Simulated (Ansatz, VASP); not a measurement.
## TiO2 in VASP and in Ansatz

```xyz
6
Lattice="-1.9530 1.9530 4.6701 1.9530 -1.9530 4.6701 1.9530 1.9530 -4.6701" Properties=species:S:1:pos:R:3 pbc="T T T"
Ti    0.0000    0.0000    0.0000
Ti    0.0000    1.9530    2.3351
O     0.0000    0.0000    1.9646
O     0.0000    1.9530    4.2997
O     0.0000    1.9530    0.3704
O     0.0000    0.0000    7.3756
```

Alike in both runs: task single point; functional PBE; k mesh 8 × 8 × 8; occupations gaussian, width 0.05 eV; no spin polarisation; Hubbard terms Ti d U = 4.0 eV.

|  | VASP | Ansatz |
| --- | --- | --- |
| version | VASP 6.6.1 | Ansatz 0.2.0 |
| potentials or method | VASP PAW PBE potentials, release 64 (Ti_sv, O), cutoff 520 eV | scalar-relativistic, plane waves, PAW |
| valence electrons in the cell | 48 | 48 |

```tsv
	VASP	Ansatz	Ansatz less VASP
gap on the k mesh at the Fermi level (eV)	2.50	2.50	-0.006
least direct gap on the mesh (eV)	2.88	2.86	-0.020
pressure (GPa)	2.5	-1.5	-4.02
traceless stress, the component that is largest in VASP (GPa)	6.20	5.98	-0.217
rms of the force components (eV/Å)	0.131	0.028	-0.1023
```

The programs project onto different local orbitals, so the same U acts differently, and such runs can settle in different states. Atom by atom the forces differ by 0.102 eV/Å (rms over components).
